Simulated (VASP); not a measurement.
TiS2:

```
Ti S
1.0
     3.41200    0.00000    0.00000
    -1.70600    2.95488    0.00000
     0.00000    0.00000    5.69500
Ti S
1 2
Direct
  0.00000 0.00000 0.00000
  0.33333 0.66667 0.25000
  0.66667 0.33333 0.75000
```

Base run:

```yaml
Program: VASP 6.6.1
Functional: PBE
Potentials_or_basis: VASP PAW PBE potentials, release 64 (Ti_sv, S)
Cutoff: 500 eV
k_mesh: 12 × 12 × 4
Occupations: gaussian, width 0.01 eV
Spin: no spin polarisation
Hubbard_terms: Ti d U = 6.0 eV
```

Its results: band gap on the k mesh 0.57 eV (least direct gap 1.20 eV); pressure 6.1 GPa; largest force 0.245 eV/Å.

Question: The run is repeated on the same cell with these changes: hubbard terms from Ti d U = 6.0 eV to Ti d U = 4.0 eV. What comes out?

Answer: Band gap on the k mesh 0.30 eV (least direct gap 0.89 eV); pressure 4.2 GPa; largest force 0.108 eV/Å.

Caveats: the cell stands under pressure; semilocal functionals underestimate gaps, and a narrow one can read as zero.

A k mesh can miss the band edges.
